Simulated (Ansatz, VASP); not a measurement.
Si3C in VASP and in Ansatz

```
Si C
1.0
     2.88724    0.00000    0.00000
    -1.44362    2.50042    0.00000
     0.00000    0.00000    6.65465
Si C
3 1
Cartesian
  0.0000 1.6669 0.0000
  1.4436 0.8335 2.1087
  1.4436 0.8335 4.5459
  0.0000 1.6669 3.3273
```

Alike in both runs: functional PBE; k mesh 18 × 18 × 6; occupations gaussian, width 0.1 eV; no spin polarisation.

Ansatz relaxed the structure, and its values are those at the end. VASP's run is a single point on that final structure, the one shown.

|  | VASP | Ansatz |
| --- | --- | --- |
| version | VASP 6.6.1 | Ansatz 0.2.0 |
| potentials or method | VASP PAW PBE potentials, release 64 (Si, C), cutoff 520 eV | scalar-relativistic, plane waves, PAW |
| valence electrons in the cell | 16 | 16 |

```csv
,VASP,Ansatz,Ansatz less VASP
gap on the k mesh at the Fermi level (eV),none,none,-
pressure (GPa),0.0,0.0,0.00
rms of the force components (eV/Å),0.006,0.000,-0.0052
```

A gap of «none» marks a metal or a gap that the smearing closes.
